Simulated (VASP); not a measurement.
BaTiO3 (Barioperovskite), 5 atoms in the cell. Symmetry: Amm2, No. 38, orthorhombic system. Conventional cell: a = 3.986 Å, b = 5.674 Å, c = 5.690 Å, α = 90.00°, β = 90.00°, γ = 90.00°. Within 3.7 Å of Ba (site symmetry mm2) lie 12 O at 2.77 to 2.92 Å and 8 Ti at 3.42 to 3.53 Å. Within 2.6 Å of Ti (site symmetry mm2) lie 6 O at 1.93 to 2.09 Å. Within 2.6 Å of O (site symmetry m) lie 2 Ti at 1.93 to 2.09 Å. Within 2.6 Å of O (site symmetry mm2) lie 2 Ti at 2.00 Å. 

| Property | Result |
| --- | --- |
| Program | VASP 6.6.1 |
| Task | single point |
| Functional | PBE |
| Potentials or basis | VASP PAW PBE potentials, release 64 (Ba_sv, Ti_sv, O) |
| Cutoff | 520 eV |
| k mesh | 9 × 9 × 9 |
| Occupations | fermi-dirac, width 0.05 eV |
| Spin | no spin polarisation |
| Dipole correction | no |
| Further INCAR settings | ALGO = Normal; EDIFF = 1e-06; NBANDS = 28 |

Potentials or basis: VASP PAW PBE potentials, release 64 (Ba_sv, Ti_sv, O).

Run with:

```bash
$ cat potpaw_PBE.64/Ba_sv/POTCAR potpaw_PBE.64/Ti_sv/POTCAR potpaw_PBE.64/O/POTCAR > POTCAR
$ mpirun -np 1 vasp_std > vasp.out
```

Hardware: 1 thread of AMD EPYC 7R43 64-Core Processor (Zen 3), with other jobs on the host.

How long does it take, and how much memory?

It took 3.5 min on 1 thread of AMD EPYC 7R43 64-Core Processor (Zen 3) (shared host), peak memory 0.3 GiB. Counts: scf iterations 16, k points 125.
